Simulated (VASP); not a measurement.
Wanted: the native input for a VASP 6.6.1 run.

| Quantity | Value |
| --- | --- |
| Task | single point |
| Functional | PBE |
| Potentials or basis | VASP PAW PBE potentials, release 64 (Pt) |
| Cutoff | 520 eV |
| k mesh | 18 × 18 × 10 |
| Occupations | gaussian, width 0.15 eV |
| Spin | no spin polarisation |
| Dipole correction | no |
| Further INCAR settings | ALGO = Normal; EDIFF = 1e-07; NBANDS = 17 |

The structure of Pt lies in POSCAR:

```
Pt
1.0
    2.7103000000      0.0000000000      0.0000000000
   -1.3551500000      2.3471886519      0.0000000000
    0.0000000000      0.0000000000      4.7216000000
Pt
2
Direct
    0.6666666667      0.3333333333      0.7500000000
    0.3333333333      0.6666666667      0.2500000000
```

The input as run:

INCAR

```
PREC = Accurate
ENCUT = 520
EDIFF = 1E-7
ISMEAR = 0
SIGMA = 0.15
LREAL = F
LASPH = T
NELM = 80
ALGO = Normal
ISIF = 2
LWAVE = F
LCHARG = T
GGA = PE
LELF = T
LVHAR = T
NBANDS = 17
```

KPOINTS

```
regular mesh
0
Gamma
  18 18 10
```

Potentials or basis: VASP PAW PBE potentials, release 64 (Pt).

Launch:

```sh
$ cat potpaw_PBE.64/Pt/POTCAR > POTCAR
$ mpirun -np 1 vasp_std > vasp.out
```

Results of the run:

```yaml
Pressure: 13.0 GPa
Band_gap_on_the_k_mesh: zero (band 10 reaches 11.88 eV, above the bottom of band 11 at 10.47 eV)
```

Caveat: spin-orbit coupling is left out, which moves the levels of the heavy elements.

It took 88 s on 1 thread of Intel(R) Xeon(R) Platinum 8259CL CPU @ 2.50GHz (Skylake/Cascade Lake), on a shared host, peak memory 0.21 GiB.
